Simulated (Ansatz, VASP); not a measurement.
**One calculation of P, two programs**

The input INCAR:

```
PREC     = Accurate       # precision mode
ENCUT    = 520            # plane-wave cutoff, eV
EDIFF    = 1E-6           # SCF threshold, eV
ISMEAR   = -1             # smearing method
SIGMA    = 0.1            # smearing width, eV
LREAL    = F              # projectors in reciprocal space
LASPH    = T              # aspherical terms in the spheres
NELM     = 80             # most SCF steps
ALGO     = Normal         # electronic algorithm
ISIF     = 2              # what is computed and relaxed
LWAVE    = F              # write WAVECAR
LCHARG   = F              # write CHGCAR
GGA      = CA             # functional
NBANDS   = 12             # bands
```

Contents of KPOINTS:

```
regular mesh
0
Gamma
  12 12 12
```

The input POSCAR:

```
P
1.0
    0.0000000000      2.7055428128      2.7055428128
    2.7055428128      0.0000000000      2.7055428128
    2.7055428128      2.7055428128      0.0000000000
P
2
Direct
    0.1250000000      0.1250000000      0.1250000000
    0.8750000000      0.8750000000      0.8750000000
```

Input for Ansatz:

```yaml
crystal:
  lattice:
    - [0.0, 2.7055428128, 2.7055428128]
    - [2.7055428128, 0.0, 2.7055428128]
    - [2.7055428128, 2.7055428128, 0.0]
  atoms:
    - { symbol: P, position: [0.125, 0.125, 0.125] }
    - { symbol: P, position: [0.875, 0.875, 0.875] }
hamiltonian:
  xc: lda
  pseudopotentials:
    kind: paw
    azcp:
      P: "pseudopotentials/P.paw.azcp"
basis:
  ecutwfc: 420
  fft_grid_basis: typed
kpoints:
  mp_grid: { grid: [12, 12, 12], shift: [0, 0, 0] }
magnetization:
  spin_polarized: false
scf:
  occupations: { method: fermi_dirac, width: 0.1 }
  lower_state_search: "off"
output:
  stress: true
```

Alike in both runs: task single point; functional LDA; k mesh 12 × 12 × 12; occupations fermi-dirac, width 0.1 eV; no spin polarisation.

|  | VASP | Ansatz |
| --- | --- | --- |
| version | VASP 6.6.1 | Ansatz 0.2.0 |
| potentials or method | VASP PAW LDA potentials, release 64 (P), cutoff 520 eV | plane waves (420 eV) with PAW, scalar-relativistic |
| valence electrons in the cell | 10 | 10 |

```tsv
	VASP	Ansatz	Ansatz less VASP
pressure (GPa)	-1.7	-1.6	+0.10
```

Ansatz warns that its potentials were made for another functional, while VASP's fit it. LDA's correlation is that of Perdew and Zunger in VASP and of Perdew and Wang (1992) in Ansatz.
